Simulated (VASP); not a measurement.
The system is Pd.

```
CELL_PARAMETERS angstrom
-1.54500 1.54500 1.54500
1.54500 -1.54500 1.54500
1.54500 1.54500 -1.54500
ATOMIC_POSITIONS crystal
Pd 0.00000 0.00000 0.00000
```

This isn't the form of Pd at room conditions, which is fcc.

- Program: VASP 6.6.1
- Task: relaxation of cell and atoms
- Functional: PBE
- Potentials or basis: VASP PAW PBE potentials, release 64 (Pd)
- Cutoff: 500 eV
- k mesh: 11 × 11 × 11
- Occupations: fermi-dirac, width 0.05 eV
- Spin: no spin polarisation

At the start: pressure 8.5 GPa; volume 14.75 Å³/atom.

Task: Where does the relaxation end?

Result: Over 3 steps the energy falls by 17.5 meV/atom and the volume is 15.46 Å³/atom (+4.8 %); space group Im-3m (No. 229, to 0.1 Å) before and after.

Step by step:
```csv
step,energy change (eV),largest force (eV/Å),pressure (GPa),volume (Å³)
1,0.0000,0.0000,8.49,14.75
2,0.0134,0.0000,-8.86,16.48
3,-0.0175,0.0000,-0.11,15.46
```

Final structure:
```cif
data_structure
_symmetry_space_group_name_H-M 'P 1'
_symmetry_Int_Tables_number 1
_cell_length_a 2.7180
_cell_length_b 2.7180
_cell_length_c 2.7180
_cell_angle_alpha 109.471
_cell_angle_beta 109.471
_cell_angle_gamma 109.471
_cell_volume 15.46
loop_
_atom_site_label
_atom_site_type_symbol
_atom_site_fract_x
_atom_site_fract_y
_atom_site_fract_z
_atom_site_occupancy
Pd1 Pd 0.00000 0.00000 0.00000 1
```
